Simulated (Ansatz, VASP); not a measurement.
## One calculation of Ni, two programs

```
Ni
1.0
    -1.32036    1.32036    1.32036
     1.32036   -1.32036    1.32036
     1.32036    1.32036   -1.32036
Ni
1
Direct
  0.00000 0.00000 0.00000
```

Alike in both runs: task single point; functional PBEsol; k mesh 18 × 18 × 18; occupations fermi-dirac, width 0.05 eV; collinear spin.

|  | VASP | Ansatz |
| --- | --- | --- |
| version | VASP 6.6.1 | Ansatz 0.2.0 |
| potentials or method | VASP PAW PBE potentials, release 64 (Ni), cutoff 600 eV | plane waves (420 eV) with PAW, scalar-relativistic |
| valence electrons in the cell | 10 | 18 |

```csv
,VASP,Ansatz,Ansatz less VASP
net moment per atom (μB),0.00,0.00,0.000
```

VASP's potentials were made for PBE, not for PBEsol, and Ansatz warns of the same on its side. VASP's potentials hold 10 valence electrons a cell and Ansatz's 18, so a difference there can come from the potentials and not from the codes. Ansatz's warnings: seeded moment not kept.
